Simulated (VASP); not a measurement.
# Ag (P6_3/mmc) in VASP: settings compared

Ag is run at these levels: PBE-based screened hybrid with 25 % exact exchange, r2SCAN0, PBEsol+D3(BJ); tasks: single point.

All numbers are computed with VASP 6.6.1; they aren't measurements. Logs are shortened: lines on timing, memory, paths and dates and some standing lists are left out, and cuts for length are marked.

## Step 1: The cell of the first run

The structure is hexagonal, space group P6_3/mmc (No. 194). The conventional cell has a = 2.910 Å, b = 2.910 Å, c = 4.758 Å, α = 90.00°, β = 90.00°, γ = 120.00°. Ag (site symmetry -6m2) has 12 Ag at 2.91 Å within 3.8 Å.

This isn't the form of Ag at room conditions, which is fcc.

## Step 2: Single point, PBE-based screened hybrid with 25 % exact exchange

POSCAR

```
Ag
1.0
    2.9103349780      0.0000000000      0.0000000000
   -1.4551674890      2.5204240244      0.0000000000
    0.0000000000      0.0000000000      4.7578513803
Ag
2
Direct
    0.6666666667      0.3333333333      0.7500000000
    0.3333333333      0.6666666667      0.2500000000
```

INCAR.step1

```
ALGO = Normal
EDIFF = 1E-5
ENCUT = 520
GGA = PE
ISIF = 2
ISMEAR = -1
LASPH = T
LREAL = F
LWAVE = T
NBANDS = 18
NELM = 60
PREC = Accurate
SIGMA = 0.05
```

INCAR.step2

```
AEXX = 0.25
ALGO = Normal
EDIFF = 1E-6
ENCUT = 520
GGA = PE
HFSCREEN = 0.3
ISIF = 2
ISMEAR = -1
ISTART = 1
LASPH = T
LCHARG = T
LELF = T
LHFCALC = T
LREAL = F
LVHAR = T
LWAVE = F
NBANDS = 18
NELM = 60
PREC = Accurate
PRECFOCK = Normal
SIGMA = 0.05
```

KPOINTS

```
k-points
0
Gamma
  5 5 3
```

Potentials or basis: VASP PAW PBE potentials, release 64 (Ag).

Launch:

```bash
$ cat potpaw_PBE.64/Ag/POTCAR > POTCAR
$ cp INCAR.step1 INCAR
$ mpirun -np 1 vasp_std > vasp.out
$ cp INCAR.step2 INCAR
$ mpirun -np 1 vasp_std > vasp.out
```

OUTCAR:

```text
AEXX = 0.25
   EDIFF = 1E-6
   ENCUT = 520
   GGA = PE
   HFSCREEN = 0.3
   ISIF = 2
   ISMEAR = -1
   ISTART = 1
   LASPH = T
   LHFCALC = T
   LREAL = F
   NELM = 60
   PREC = Accurate
   PRECFOCK = Normal

 ion  position               nearest neighbor table
   1  0.667  0.333  0.750-   2 2.91   2 2.91   2 2.91   2 2.91   2 2.91   2 2.91
   2  0.333  0.667  0.250-   1 2.91   1 2.91   1 2.91   1 2.91   1 2.91   1 2.91

  LATTYP: Found a hexagonal cell.
 ALAT       =     2.9103349780
 C/A-ratio  =     1.6348122866

  Lattice vectors:

 A1 = (   2.9103349780,   0.0000000000,   0.0000000000)
 A2 = (  -1.4551674890,   2.5204240244,   0.0000000000)
 A3 = (   0.0000000000,   0.0000000000,   4.7578513803)

Analysis of symmetry for initial positions (statically):
=====================================================================
 Subroutine PRICEL returns:
 Original cell was already a primitive cell.

 Routine SETGRP: Setting up the symmetry group for a
 hexagonal supercell.

 Subroutine GETGRP returns: Found 24 space group operations
 (whereof 12 operations were pure point group operations)
 out of a pool of 24 trial point group operations.

The static configuration has the point symmetry D_3d.
 The point group associated with its full space group is D_6h.

Analysis of symmetry for dynamics (positions and initial velocities):
=====================================================================
 Subroutine PRICEL returns:
 Original cell was already a primitive cell.

 Routine SETGRP: Setting up the symmetry group for a
 hexagonal supercell.

 Subroutine GETGRP returns: Found 24 space group operations
 (whereof 12 operations were pure point group operations)
 out of a pool of 24 trial point group operations.

The dynamic configuration has the point symmetry D_3d.
 The point group associated with its full space group is D_6h.

 Subroutine INISYM returns: Found 24 space group operations
 (whereof 12 operations are pure point group operations),
 and found     1 'primitive' translations

----------------------------------------------------------------------------------------

                                     Primitive cell

  volume of cell :      34.9002

  direct lattice vectors                    reciprocal lattice vectors
     2.910334978  0.000000000  0.000000000     0.343603059  0.198379318  0.000000000
    -1.455167489  2.520424024  0.000000000     0.000000000  0.396758637  0.000000000
     0.000000000  0.000000000  4.757851380     0.000000000  0.000000000  0.210178906

  length of vectors
     2.910334978  2.910334978  4.757851380     0.396758637  0.396758637  0.210178906

  position of ions in fractional coordinates (direct lattice)
     0.666666667  0.333333333  0.750000000
     0.333333333  0.666666667  0.250000000

  ion indices of the primitive-cell ions
   primitive index   ion index
                 1           1
                 2           2

----------------------------------------------------------------------------------------

 KPOINTS: k-points

Automatic generation of k-mesh.
 Grid dimensions read from file:
 generate k-points for:    5    5    3

 Generating k-lattice:

  Cartesian coordinates                     Fractional coordinates (reciprocal lattice)
     0.068720612  0.039675864  0.000000000     0.200000000 -0.000000000  0.000000000
     0.000000000  0.079351727  0.000000000     0.000000000  0.200000000  0.000000000
     0.000000000  0.000000000  0.070059635     0.000000000  0.000000000  0.333333333

  Length of vectors
     0.079351727  0.079351727  0.070059635

  Shift w.r.t. Gamma in fractional coordinates (k-lattice)
     0.000000000  0.000000000  0.000000000

 Subroutine IBZKPT returns following result:
 ===========================================

 Found     10 irreducible k-points:

 Following reciprocal coordinates:
            Coordinates               Weight
  0.000000  0.000000  0.000000      1.000000
  0.200000  0.000000  0.000000      6.000000
  0.400000 -0.000000  0.000000      6.000000
  0.200000  0.200000  0.000000      6.000000
  0.400000  0.200000  0.000000      6.000000
  0.000000  0.000000  0.333333      2.000000
  0.200000  0.000000  0.333333     12.000000
  0.400000 -0.000000  0.333333     12.000000
  0.200000  0.200000  0.333333     12.000000
  0.400000  0.200000  0.333333     12.000000
   k-points           NKPTS =     10   k-points in BZ     NKDIM =     75   number of bands    NBANDS=     18
   number of dos      NEDOS =    301   number of ions     NIONS =      2
   total plane-waves  NPLWV =  20736
   dimension x,y,z NGX =    24 NGY =   24 NGZ =   36
   dimension x,y,z NGXF=    48 NGYF=   48 NGZF=   72
   ions per type =               2
   NGX,Y,Z   is equivalent  to a cutoff of  13.71, 13.71, 12.58 a.u.
   NGXF,Y,Z  is equivalent  to a cutoff of  27.42, 27.42, 25.16 a.u.
 SYSTEM =  unknown system
   PREC   = accura    normal or accurate (medium, high low for compatibility)
   ISTART =      1    job   : 0-new  1-cont  2-samecut
   ICHARG =      0    charge: 1-file 2-atom 10-const
   ISPIN  =      1    spin polarized calculation?
   LNONCOLLINEAR =      F non collinear calculations
   LSORBIT =      F    spin-orbit coupling
   LASPH  =      T    aspherical Exc in radial PAW
   ENCUT  =  520.0 eV  38.22 Ry    6.18 a.u.   5.41  5.41  8.85*2*pi/ulx,y,z
   NELM   =     60;   NELMIN=  2; NELMDL=  0     # of ELM steps
   EDIFF  = 0.1E-05   stopping-criterion for ELM
   LREAL  =      F    real-space projection
   EDIFFG = 0.1E-04   stopping-criterion for IOM
   NSW    =      0    number of steps for IOM
   IBRION =     -1    ionic relax: 0-MD 1-quasi-New 2-CG
   NFREE  =      0    steps in history (QN), initial steepest desc. (CG)
   ISIF   =      2    stress and relaxation
   ISYM   =      3    0-nonsym 1-usesym 2-fastsym
   POTIM  = 0.5000    time-step for ionic-motion
   TEBEG  =    0.0;   TEEND  =   0.0 temperature during run
   PSTRESS=    0.0 pullay stress
   NELECT =      22.0000    total number of electrons
   NUPDOWN=      -1.0000    fix difference up-down
   EMIN   =  10.00;   EMAX   =-10.00  energy-range for DOS
   EFERMI =   0.00;   METHOD = LEGACY
   ISMEAR =    -1;   SIGMA  =   0.05  broadening in eV -4-tet -1-fermi 0-gaus
   EFERMI_NEDOS =   21; number of points for ismear=-14 and -15
   IALGO  =     38    algorithm
   IMIX   =      1    mixing-type and parameters
     AMIX     =   0.40;   BMIX     =  1.00
     AMIX_MAG =   1.60;   BMIX_MAG =  1.00
  volume/ion in A,a.u.               =      17.45       117.76
  Fermi-wavevector in a.u.,A,eV,Ry     =   1.403697  2.652602 26.808430  1.970364
  Thomas-Fermi vector in A             =   2.526333
   LORBIT       =      0    0 simple, 1 ext, 2 COOP (PROOUT), +10 PAW based schemes
   GGA     = PE    functional components
   LHFCALC =     T    Hartree Fock is set to
   PRECFOCK=normal    Normal, Fast or Accurate (Low or Medium for compatibility)
   ENCUT4O =  -1.0   cutoff for four orbital integrals eV
   NKREDX  =     1    reduce k-point grid by
   NKREDY  =     1    reduce k-point grid by
   NKREDZ  =     1    reduce k-point grid by
   AEXX    =    0.2500 exact exchange contribution
   HFSCREEN=    0.3000 screening length (either q_TF or 0.3 A-1)
   HFSCREENC=   0.3000 screening length for correlation (either q_TF or 0.3 A-1)
   ENCUTFOCK=  -1.0 apply spherical cutoff to Coloumb kernel
   IVDW    =     0    specifies the selected vdW correction
   LEPSILON=     F    determine dielectric tensor
   LRPA    =     F    only Hartree local field effects (RPA)
 non-spin polarized calculation
  energy-cutoff  :      520.00
  volume of cell :       34.90
 maximum number of plane-waves:       957
 NGX is ok and might be reduce to    24
  NGX = 18; NGY = 18; NGZ = 28

 number of electron      22.0000007 magnetization

 Free energy of the ion-electron system (eV)
  ---------------------------------------------------
  ext. energy  EPLUGINS =         0.00000000
  ---------------------------------------------------
  free energy    TOTEN  =        -5.73756880 eV

  energy without entropy =       -5.72857048  energy(sigma->0) =       -5.73306964

 E-fermi :   8.6041     XC(G=0): -10.0002

 val. band max:        7.6220645590   @ k =   0.0000   0.0000   0.0000
 cond. band min:       8.6590609502   @ k =   0.2000   0.2000   0.3333
 fundamental gap:      1.0369963912
 Fermi energy:         8.6041290161

 k-point     1 :       0.0000    0.0000    0.0000
  band No.  band energies     occupation
      1      -0.3218      2.00000
      2       0.5858      2.00000
      3       2.0690      2.00000
      4       2.1662      2.00000
      5       2.1662      2.00000
      6       2.3996      2.00000
[... 10 lines left out ...]
     17      27.1129      0.00000
     18      27.1129      0.00000

 k-point     2 :       0.2000    0.0000    0.0000
  band No.  band energies     occupation
      1       0.7089      2.00000
      2       1.0009      2.00000
      3       1.8335      2.00000
      4       2.1152      2.00000
      5       2.2529      2.00000
      6       2.4778      2.00000
[... 10 lines left out ...]
     17      25.3983      0.00000
     18      26.7711      0.00000

 k-point     3 :       0.4000   -0.0000    0.0000
  band No.  band energies     occupation
      1       0.6332      2.00000
      2       1.0606      2.00000
      3       1.0607      2.00000
      4       2.1201      2.00000
      5       2.5030      2.00000
      6       2.5641      2.00000
[... 10 lines left out ...]
     17      20.2892      0.00000
     18      24.9056      0.00000

 k-point     4 :       0.2000    0.2000    0.0000
  band No.  band energies     occupation
      1       1.3091      2.00000
      2       1.3444      2.00000
      3       1.3454      2.00000
      4       1.9828      2.00000
      5       2.0436      2.00000
      6       2.4354      2.00000
[... 81 lines left out ...]
      4       1.5052      2.00000
      5       2.5050      2.00000
      6       3.0776      2.00000
[... 10 lines left out ...]
     17      23.3529      0.00000
     18      24.5866      0.00000

 k-point     9 :       0.2000    0.2000    0.3333
  band No.  band energies     occupation
      1       1.1422      2.00000
      2       1.2446      2.00000
      3       1.5986      2.00000
      4       1.9724      2.00000
      5       2.1775      2.00000
      6       2.5069      2.00000
[... 10 lines left out ...]
     17      20.4031      0.00000
     18      24.8430      0.00000

 k-point    10 :       0.4000    0.2000    0.3333
  band No.  band energies     occupation
      1       0.9012      2.00000
      2       1.3316      2.00000
      3       1.4014      2.00000
      4       1.8323      2.00000
      5       1.9564      2.00000
      6       2.9290      2.00000
[... 10 lines left out ...]
     17      22.5754      0.00000
     18      22.6999      0.00000

------------------------ aborting loop because EDIFF is reached ----------------------------------------

  FORCE on cell =-STRESS in cart. coord.  units (eV):
  Direction    XX          YY          ZZ          XY          YZ          ZX
  --------------------------------------------------------------------------------------
  -------------------------------------------------------------------------------------
  Total        0.0907430      0.0907430      0.5484298      0.0000000      0.0000000      0.0000000
  in kB        4.1657795      4.1657795     25.1770125      0.0000000      0.0000000      0.0000000
  external PRESSURE =      11.1695238 kB  Pullay stress =       0.0000000 kB

 VOLUME and BASIS-vectors are now :
 -----------------------------------------------------------------------------
  energy-cutoff  :      520.00
  volume of cell :       34.90
      direct lattice vectors                 reciprocal lattice vectors
     2.910334978  0.000000000  0.000000000     0.343603059  0.198379318  0.000000000
    -1.455167489  2.520424024  0.000000000     0.000000000  0.396758637  0.000000000
     0.000000000  0.000000000  4.757851380     0.000000000  0.000000000  0.210178906

 POSITION                                       TOTAL-FORCE (eV/Angst)
 -----------------------------------------------------------------------------------
      1.45517      0.84014      3.56839         0.000000      0.000000      0.000000
     -0.00000      1.68028      1.18946        -0.000000      0.000000     -0.000000
 -----------------------------------------------------------------------------------
    total drift:                               -0.000000      0.000000     -0.000000

  FREE ENERGIE OF THE ION-ELECTRON SYSTEM (eV)
  ---------------------------------------------------
  free  energy   TOTEN  =        -5.7375688020 eV

  energy  without entropy=       -5.7285704775  energy(sigma->0) =       -5.73306964
```

Wall time 21 min (1 thread of Intel Xeon 8259CL, shared host); peak memory 0.27 GiB.

Results:

| Item | Value |
| --- | --- |
| Free energy | -5.7376 eV |
| Pressure | 1.1 GPa |
| Band gap on the k mesh | zero (bands 11 and 12 overlap by 5.82 eV) |

Levels at points of the mesh, in eV from the Fermi level:
```
           k point  band 7  band 8  band 9  band 10  band 11  band 12  band 13  band 14  band 15  band 16
(0.00, 0.00, 0.00)   -6.20   -5.85   -5.85    -4.79    -4.79    -0.98     3.25    15.73    17.72    18.03
```

Caveat: the k points lie up to 0.50 Å⁻¹ apart, too coarse for converged energies and pressures of a metal; the PAW data sets were made with another functional, which shifts forces and pressure a little.

## Step 3: Single point, PBE-based screened hybrid with 25 % exact exchange

This run uses another cell than the first one, of 18.16 Å³/atom.

POSCAR

```
Ag
1.0
    2.9494045390      0.0000000000      0.0000000000
   -1.4747022695      2.5542592568      0.0000000000
    0.0000000000      0.0000000000      4.8217227788
Ag
2
Direct
    0.6666666667      0.3333333333      0.7500000000
    0.3333333333      0.6666666667      0.2500000000
```

INCAR.step1

```
  PREC = Accurate
  ENCUT = 520
  EDIFF = 1E-5
  ISMEAR = -1
  SIGMA = 0.05
  LREAL = F
  LASPH = T
  NELM = 100
  ALGO = Normal
  ISIF = 2
  LWAVE = T
  GGA = PE
  NBANDS = 18
```

INCAR.step2

```
  PREC = Accurate
  ENCUT = 520
  EDIFF = 1E-6
  ISMEAR = -1
  SIGMA = 0.05
  LREAL = F
  LASPH = T
  NELM = 100
  ALGO = Normal
  ISIF = 2
  LWAVE = F
  LCHARG = T
  GGA = PE
  LHFCALC = T
  AEXX = 0.25
  HFSCREEN = 0.3
  PRECFOCK = Normal
  LELF = T
  LVHAR = T
  ISTART = 1
  NBANDS = 18
```

KPOINTS

```
regular mesh
0
Gamma
  5 5 3
```

Potentials or basis: VASP PAW PBE potentials, release 64 (Ag).

Launch:

```bash
$ cat potpaw_PBE.64/Ag/POTCAR > POTCAR
$ cp INCAR.step1 INCAR
$ mpirun -np 1 vasp_std > vasp.out
$ cp INCAR.step2 INCAR
$ mpirun -np 1 vasp_std > vasp.out
```

Wall time 16 min (1 thread of Intel Xeon 8259CL, shared host); peak memory 0.27 GiB.

The run converged. Its results:

- Free energy: -5.7328 eV
- Pressure: -2.3 GPa
- Band gap on the k mesh: zero (bands 11 and 12 overlap by 5.64 eV)

Stress tensor (GPa, compression positive):
```
-2.96  0.00  0.00
 0.00 -2.96  0.00
 0.00  0.00 -1.03
```

Levels at points of the mesh, in eV from the Fermi level:
```
           k point  band 9  band 10  band 11  band 12  band 13  band 14
(0.00, 0.00, 0.00)   -5.73    -4.74    -4.74    -0.83     3.05    15.62
```

Caveat: the k points lie up to 0.49 Å⁻¹ apart, too coarse for converged energies and pressures of a metal; the PAW data sets were made with another functional, which shifts forces and pressure a little.

(Continued in part 2 of 2.)
